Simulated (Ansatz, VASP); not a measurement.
**LiCl: VASP beside Ansatz**

The input INCAR:

```
PREC = Accurate ; ENCUT = 520
EDIFF = 1E-6 ; ISMEAR = 0
SIGMA = 0.1 ; LREAL = F
LASPH = T ; NELM = 60
ALGO = Normal ; ISIF = 2
LWAVE = F ; LCHARG = F
GGA = PE ; NBANDS = 12
```

The input KPOINTS:

```
regular mesh
0
Gamma
  6 6 6
```

POSCAR

```
LiCl
1.0
    0.0000000000      2.4796039400      2.4796039400
    2.4796039400      0.0000000000      2.4796039400
    2.4796039400      2.4796039400      0.0000000000
Li Cl
1 1
Direct
    0.2500000000      0.2500000000      0.2500000000
    0.5000000000      0.5000000000      0.5000000000
```

Input for Ansatz:

```yaml
crystal:
  lattice:
    - [0.0, 2.47960394, 2.47960394]
    - [2.47960394, 0.0, 2.47960394]
    - [2.47960394, 2.47960394, 0.0]
  atoms:
    - { symbol: Li, position: [0.25, 0.25, 0.25] }
    - { symbol: Cl, position: [0.5, 0.5, 0.5] }
basis:
  ecutwfc: 420
kpoints:
  mp_grid: { grid: [6, 6, 6] }
hamiltonian:
  xc: pbe
scf:
  occupations: { method: gaussian, width: 0.1 }
  lower_state_search: "off"
output:
  forces: true
  stress: true
  eigenvalues: true
```

Alike in both runs: task single point; functional PBE; k mesh 6 × 6 × 6; occupations gaussian, width 0.1 eV; no spin polarisation.

```csv
,VASP,Ansatz
version,VASP 6.6.1,Ansatz 0.2.0
potentials or method,"VASP PAW PBE potentials, release 64 (Li_sv, Cl), cutoff 520 eV","scalar-relativistic, plane waves, PAW"
valence electrons in the cell,10,10
```

|  | VASP | Ansatz | Ansatz less VASP |
| --- | --- | --- | --- |
| gap on the k mesh at the Fermi level (eV) | 6.30 | 6.28 | -0.019 |
| least direct gap on the mesh (eV) | 7.25 | 7.24 | -0.003 |

Noted on VASP's run: the cutoff is short for stress, so the pressure is rough.
